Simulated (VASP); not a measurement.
# SiC (Cm) in VASP: single point with PBE

Aim: the single point of SiC with PBE.

Program: VASP 6.6.1. These are calculated values, not measurements. Logs are shortened: lines on timing, memory, paths and dates and some standing lists are left out, and cuts for length are marked.

## (1) The cell of the first run

Symmetry: Cm, No. 8, monoclinic system. Conventional cell: a = 5.359 Å, b = 3.094 Å, c = 10.478 Å, α = 90.00°, β = 104.82°, γ = 90.00°. Within 2.5 Å of Si (site symmetry m) lie 4 C at 1.90 Å. Si (site symmetry m) has 5 C at 1.90 to 2.45 Å within 2.5 Å. Within 2.5 Å of Si (site symmetry m) lie 4 C at 1.89 to 1.90 Å. Within 2.5 Å of Si (site symmetry m) lie 4 C at 1.89 to 1.90 Å. Within 2.5 Å of C (site symmetry m) lie 4 Si at 1.89 to 1.90 Å. C (site symmetry m) has 5 Si at 1.89 to 2.45 Å within 2.5 Å. Within 2.5 Å of C (site symmetry m) lie 4 Si at 1.90 Å. C (site symmetry m) has 4 Si at 1.90 Å within 2.5 Å.

## (2) Single point, PBE (the part above a cut slid along it)

Contents of INCAR:

```
  PREC = Accurate
  ENCUT = 520
  EDIFF = 1E-6
  ISMEAR = 0
  SIGMA = 0.05
  LREAL = F
  LASPH = T
  NELM = 100
  ALGO = Normal
  ISIF = 2
  LWAVE = F
  LCHARG = T
  GGA = PE
  LELF = T
  LVHAR = T
  ISYM = 0
  NBANDS = 26
```

Contents of KPOINTS:

```
regular mesh
0
Gamma
  10 10 3
```

Contents of POSCAR:

```
SiC
1.0
   -3.0941201809      0.0000000000      0.0000000000
   -1.5470600905     -2.6795866790      0.0000000000
   -1.5470600904      0.0000000000     10.1293391998
Si C
4 4
Direct
    0.3696445728      0.6666666667      0.5940441877
    0.2863112395      0.3333333333      0.0940441877
    0.8279502217      1.0000000000      0.3440995566
    0.5779502217      1.0000000000      0.8440995566
    0.4636629437      0.6666666667      0.4060074460
   -0.1196703897      0.3333333333      0.9060074460
   -0.0783239049      0.0000000000      0.1566478097
   -0.3283239048      0.0000000000      0.6566478097
```

Potentials or basis: VASP PAW PBE potentials, release 64 (Si, C).

Run with:

```console
cat potpaw_PBE.64/Si/POTCAR potpaw_PBE.64/C/POTCAR > POTCAR
mpirun -np 1 vasp_std > vasp.out
```

OUTCAR:

```text
PREC = Accurate
   ENCUT = 520
   EDIFF = 1E-6
   ISMEAR = 0
   LREAL = F
   LASPH = T
   NELM = 100
   ISIF = 2
   GGA = PE
   ISYM = 0

 ion  position               nearest neighbor table
   1  0.370  0.667  0.594-   8 1.90   8 1.90   8 1.90   5 1.90   3 3.10   3 3.10   3 3.10   4 3.10
                             4 3.10   4 3.10
   2  0.286  0.333  0.094-   7 1.90   7 1.90   7 1.90   6 2.45   6 2.45   4 2.68   3 3.10   3 3.10
                             3 3.10
   3  0.828  0.000  0.344-   5 1.89   5 1.89   5 1.89   7 1.90   1 3.10   1 3.10   1 3.10   2 3.10
                             2 3.10   2 3.10
   4  0.578  0.000  0.844-   6 1.89   6 1.89   6 1.89   8 1.90   2 2.68   1 3.10   1 3.10   1 3.10

   5  0.464  0.667  0.406-   3 1.89   3 1.89   3 1.89   1 1.90
   6  0.880  0.333  0.906-   4 1.89   4 1.89   4 1.89   2 2.45   2 2.45
   7  0.922  0.000  0.157-   2 1.90   2 1.90   2 1.90   3 1.90
   8  0.672  0.000  0.657-   1 1.90   1 1.90   1 1.90   4 1.90

IMPORTANT INFORMATION: All symmetrisations will be switched off!
NOSYMM: (Re-)initialisation of all symmetry stuff for point group C_1.

----------------------------------------------------------------------------------------

                                     Primitive cell

  volume of cell :      83.9820

  direct lattice vectors                    reciprocal lattice vectors
    -3.094120181  0.000000000  0.000000000    -0.323193652  0.186595942 -0.049361562
    -1.547060091 -2.679586679  0.000000000     0.000000000 -0.373191884  0.000000000
    -1.547060090  0.000000000 10.129339200     0.000000000  0.000000000  0.098723123

  length of vectors
     3.094120181  3.094120181 10.246799869     0.376442221  0.373191884  0.098723123

  position of ions in fractional coordinates (direct lattice)
     0.369644573  0.666666667  0.594044188
     0.286311240  0.333333333  0.094044188
     0.827950222  0.000000000  0.344099557
     0.577950222  0.000000000  0.844099557
     0.463662944  0.666666667  0.406007446
     0.880329610  0.333333333  0.906007446
     0.921676095  0.000000000  0.156647810
     0.671676095  0.000000000  0.656647810

  ion indices of the primitive-cell ions
   primitive index   ion index
                 1           1
                 2           2
                 3           3
                 4           4
                 5           5
                 6           6
                 7           7
                 8           8

----------------------------------------------------------------------------------------

 KPOINTS: regular mesh

Automatic generation of k-mesh.
 Grid dimensions read from file:
 generate k-points for:   10   10    3

 Generating k-lattice:

  Cartesian coordinates                     Fractional coordinates (reciprocal lattice)
    -0.032319365  0.018659594 -0.004936156     0.100000000  0.000000000 -0.000000000
     0.000000000 -0.037319188  0.000000000     0.000000000  0.100000000  0.000000000
     0.000000000  0.000000000  0.032907708     0.000000000  0.000000000  0.333333333

  Length of vectors
     0.037644222  0.037319188  0.032907708

  Shift w.r.t. Gamma in fractional coordinates (k-lattice)
     0.000000000  0.000000000  0.000000000

 -----------------------------------------------------------------------------
|                                                                             |
|           W    W    AA    RRRRR   N    N  II  N    N   GGGG   !!!           |
|           W    W   A  A   R    R  NN   N  II  NN   N  G    G  !!!           |
|           W    W  A    A  R    R  N N  N  II  N N  N  G       !!!           |
|           W WW W  AAAAAA  RRRRR   N  N N  II  N  N N  G  GGG   !            |
|           WW  WW  A    A  R   R   N   NN  II  N   NN  G    G                |
|           W    W  A    A  R    R  N    N  II  N    N   GGGG   !!!           |
|                                                                             |
|     Your reciprocal lattice and k-lattice belong to different lattice       |
|     classes:                                                                |
|                                                                             |
|        The reciprocal lattice is body-centered orthorhombic,                |
|        whereas your k-lattice is base-centered monoclinic.                  |
|                                                                             |
|     Results are often still useful ...                                      |
|                                                                             |
 -----------------------------------------------------------------------------

 WARNING: IBZKPT: internal override: KBLOWUP is changed to .FALSE.
      ... skipping the blow-up phase ...

 Subroutine IBZKPT returns following result:
 ===========================================

 Found    152 irreducible k-points:

 Following reciprocal coordinates:
            Coordinates               Weight
  0.000000  0.000000  0.000000      1.000000
  0.100000  0.000000  0.000000      2.000000
  0.200000  0.000000  0.000000      2.000000
  0.300000  0.000000  0.000000      2.000000
  0.400000 -0.000000 -0.000000      2.000000
  0.500000  0.000000  0.000000      1.000000
[... 16 lines left out ...]
 -0.400000  0.200000  0.000000      2.000000
 -0.300000  0.200000  0.000000      2.000000
 [... further k-points ...]
   k-points           NKPTS =    152   k-points in BZ     NKDIM =    152   number of bands    NBANDS=     26
   number of dos      NEDOS =    301   number of ions     NIONS =      8
   total plane-waves  NPLWV =  46080
   dimension x,y,z NGX =    24 NGY =   24 NGZ =   80
   dimension x,y,z NGXF=    48 NGYF=   48 NGZF=  160
   ions per type =               4   4
   NGX,Y,Z   is equivalent  to a cutoff of  12.90, 12.90, 12.98 a.u.
   NGXF,Y,Z  is equivalent  to a cutoff of  25.79, 25.79, 25.96 a.u.
 SYSTEM =  unknown system
   PREC   = accura    normal or accurate (medium, high low for compatibility)
   ISTART =      0    job   : 0-new  1-cont  2-samecut
   ICHARG =      2    charge: 1-file 2-atom 10-const
   ISPIN  =      1    spin polarized calculation?
   LNONCOLLINEAR =      F non collinear calculations
   LSORBIT =      F    spin-orbit coupling
   LASPH  =      T    aspherical Exc in radial PAW
   ENCUT  =  520.0 eV  38.22 Ry    6.18 a.u.   5.75  5.75 19.05*2*pi/ulx,y,z
   NELM   =    100;   NELMIN=  2; NELMDL= -5     # of ELM steps
   EDIFF  = 0.1E-05   stopping-criterion for ELM
   LREAL  =      F    real-space projection
   EDIFFG = 0.1E-04   stopping-criterion for IOM
   NSW    =      0    number of steps for IOM
   IBRION =     -1    ionic relax: 0-MD 1-quasi-New 2-CG
   NFREE  =      0    steps in history (QN), initial steepest desc. (CG)
   ISIF   =      2    stress and relaxation
   ISYM   =      0    0-nonsym 1-usesym 2-fastsym
   POTIM  = 0.5000    time-step for ionic-motion
   TEBEG  =    0.0;   TEEND  =   0.0 temperature during run
   PSTRESS=    0.0 pullay stress
   NELECT =      32.0000    total number of electrons
   NUPDOWN=      -1.0000    fix difference up-down
   EMIN   =  10.00;   EMAX   =-10.00  energy-range for DOS
   EFERMI =   0.00;   METHOD = LEGACY
   ISMEAR =     0;   SIGMA  =   0.05  broadening in eV -4-tet -1-fermi 0-gaus
   EFERMI_NEDOS =   21; number of points for ismear=-14 and -15
   IALGO  =     38    algorithm
   IMIX   =      4    mixing-type and parameters
     AMIX     =   0.40;   BMIX     =  1.00
     AMIX_MAG =   1.60;   BMIX_MAG =  1.00
  volume/ion in A,a.u.               =      10.50        70.84
  Fermi-wavevector in a.u.,A,eV,Ry     =   1.186851  2.242823 19.165368  1.408615
  Thomas-Fermi vector in A             =   2.323015
   LORBIT       =      0    0 simple, 1 ext, 2 COOP (PROOUT), +10 PAW based schemes
   GGA     = PE    functional components
   LHFCALC =     F    Hartree Fock is set to
   AEXX    =    0.0000 exact exchange contribution
   IVDW    =     0    specifies the selected vdW correction
   LEPSILON=     F    determine dielectric tensor
   LRPA    =     F    only Hartree local field effects (RPA)
 non-spin polarized calculation
 Gauss-broadening in eV      SIGMA  =   0.05
  energy-cutoff  :      520.00
  volume of cell :       83.98
 maximum number of plane-waves:      2282
   NGX = 11   NGY = 11   NGZ = 37

 number of electron      32.0000001 magnetization

 Free energy of the ion-electron system (eV)
  ---------------------------------------------------
  ext. energy  EPLUGINS =         0.00000000
  ---------------------------------------------------
  free energy    TOTEN  =       -58.19377223 eV

  energy without entropy =      -58.19377223  energy(sigma->0) =      -58.19377223

 E-fermi :   8.7877     XC(G=0): -11.3385

 val. band max:        8.5008355366   @ k =   0.1000   0.0000   0.0000
 cond. band min:       9.0687810252   @ k =   0.5000   0.5000   0.0000
 fundamental gap:      0.5679454886
 Fermi energy:         8.7877101784

 k-point     1 :       0.0000    0.0000    0.0000
  band No.  band energies     occupation
      1      -7.3258      2.00000
      2      -6.1880      2.00000
      3      -6.0829      2.00000
      4      -3.8153      2.00000
      5      -0.3827      2.00000
      6       3.6196      2.00000
[... 18 lines left out ...]
     25      15.2552      0.00000
     26      15.9073      0.00000

 k-point     2 :       0.1000    0.0000    0.0000
  band No.  band energies     occupation
      1      -7.1498      2.00000
      2      -6.0901      2.00000
      3      -5.8403      2.00000
      4      -3.6816      2.00000
      5      -0.2032      2.00000
      6       3.5337      2.00000
[... 18 lines left out ...]
     25      15.4978      0.00000
[... 608 lines left out ...]
     25      16.6091      0.00000
     26      16.9050      0.00000

 k-point    24 :      -0.3000    0.2000    0.0000
  band No.  band energies     occupation
      1      -4.2900      2.00000
      2      -3.5749      2.00000
      3      -3.1176      2.00000
      4      -2.0067      2.00000
      5       0.2565      2.00000
      6       0.8864      2.00000
[... 18 lines left out ...]
     25      16.5374      0.00000
     26      16.9554      0.00000

 [... further k-points ...]

------------------------ aborting loop because EDIFF is reached ----------------------------------------

  FORCE on cell =-STRESS in cart. coord.  units (eV):
  Direction    XX          YY          ZZ          XY          YZ          ZX
  --------------------------------------------------------------------------------------
  -------------------------------------------------------------------------------------
  Total       -4.9303482      0.0223997      2.3887058      0.0010033      2.7012863     -0.0008059
  in kB      -94.0593707      0.4273325     45.5708508      0.0191405     51.5341479     -0.0153741
  external PRESSURE =     -16.0203958 kB  Pullay stress =       0.0000000 kB

 VOLUME and BASIS-vectors are now :
 -----------------------------------------------------------------------------
  energy-cutoff  :      520.00
  volume of cell :       83.98
      direct lattice vectors                 reciprocal lattice vectors
    -3.094120181  0.000000000  0.000000000    -0.323193652  0.186595942 -0.049361562
    -1.547060091 -2.679586679  0.000000000     0.000000000 -0.373191884  0.000000000
    -1.547060090  0.000000000 10.129339200     0.000000000  0.000000000  0.098723123

 POSITION                                       TOTAL-FORCE (eV/Angst)
 -----------------------------------------------------------------------------------
     -3.09412     -1.78639      6.01728        -0.000102      0.015915      0.108121
     -1.54706     -0.89320      0.95261         0.000280     -0.332459     -0.385320
     -3.09412      0.00000      3.48550         0.000119      0.288797      0.315887
     -3.09412      0.00000      8.55017         0.000411      0.478949     -0.132424
     -3.09412     -1.78639      4.11259        -0.000284     -0.015577     -0.070476
     -4.64118     -0.89320      9.17726        -0.000881     -1.096087     -0.132245
     -3.09412      0.00000      1.58674        -0.000027      0.780950      0.515477
     -3.09412      0.00000      6.65141         0.000484     -0.120488     -0.219020
 -----------------------------------------------------------------------------------
    total drift:                               -0.000292      0.000053     -0.000333

  FREE ENERGIE OF THE ION-ELECTRON SYSTEM (eV)
  ---------------------------------------------------
  free  energy   TOTEN  =       -58.1937722319 eV

  energy  without entropy=      -58.1937722319  energy(sigma->0) =      -58.19377223
```

It took 7.6 min on 1 thread of Intel Xeon 8259CL, shared host; peak memory 0.37 GiB.

What came out:

- Free energy: -58.1938 eV
- Pressure: -1.6 GPa
- Largest force: 1.104 eV/Å
- Band gap on the k mesh: 0.57 eV (least direct gap 1.20 eV)

Forces on the atoms (eV/Å):
```
Si   0.000  0.016  0.108
Si   0.000 -0.332 -0.385
Si   0.000  0.289  0.316
Si   0.000  0.479 -0.132
C    0.000 -0.016 -0.070
C   -0.001 -1.096 -0.132
C    0.000  0.781  0.515
C    0.000 -0.120 -0.219
```

Stress tensor (GPa, compression positive):
```
-9.41  0.00  0.00
 0.00  0.04  5.15
 0.00  5.15  4.56
```

Caveat: the cell differs from its parent crystal (the part above a cut slid along it); the stress differs along the axes, from -9 to 5 GPa; semilocal functionals underestimate gaps, and a narrow one can read as zero; forces of over 1 eV/Å act on the atoms, so gaps and moduli don't describe the material at rest. A k mesh can miss the band edges.
